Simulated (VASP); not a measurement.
Ga2O5 (cubic X2O5 type), 14 atoms in the cell. It takes space group Pn-3m (No. 224, cubic). Conventional cell: a = 5.239 Å, b = 5.239 Å, c = 5.239 Å, α = 90.00°, β = 90.00°, γ = 90.00°. Ga (site symmetry -3m) has 12 O at 2.27 to 2.62 Å within 3.0 Å. O (site symmetry -3m) has 6 O at 2.27 Å and 6 Ga at 2.62 Å within 3.0 Å. Within 3.0 Å of O (site symmetry -42m) lie 4 Ga at 2.27 Å and 8 O at 2.27 to 2.62 Å. 

```yaml
Program: VASP 6.6.1
Task: single point
Functional: PBE
Potentials_or_basis: VASP PAW PBE potentials, release 64 (Ga_d, O)
Cutoff: 520 eV
k_mesh: 11 × 11 × 11
Occupations: fermi-dirac, width 0.0612256 eV
Spin: no spin polarisation
Dipole_correction: no
Further_INCAR_settings: ALGO = Normal; EDIFF = 1e-06; NBANDS = 69
```

Potentials or basis: VASP PAW PBE potentials, release 64 (Ga_d, O).

The run is started by

```bash
$ cat potpaw_PBE.64/Ga_d/POTCAR potpaw_PBE.64/O/POTCAR > POTCAR
$ mpirun -np 1 vasp_std > vasp.out
```

Hardware: 1 thread of Intel(R) Xeon(R) Platinum 8488C (Sapphire Rapids), on a shared host.

Q: Estimate the wall time of this run.

A: It took 10 min on 1 thread of Intel(R) Xeon(R) Platinum 8488C (Sapphire Rapids), with other jobs on the host, peak memory 0.49 GiB. Counts: scf iterations 16, k points 56.
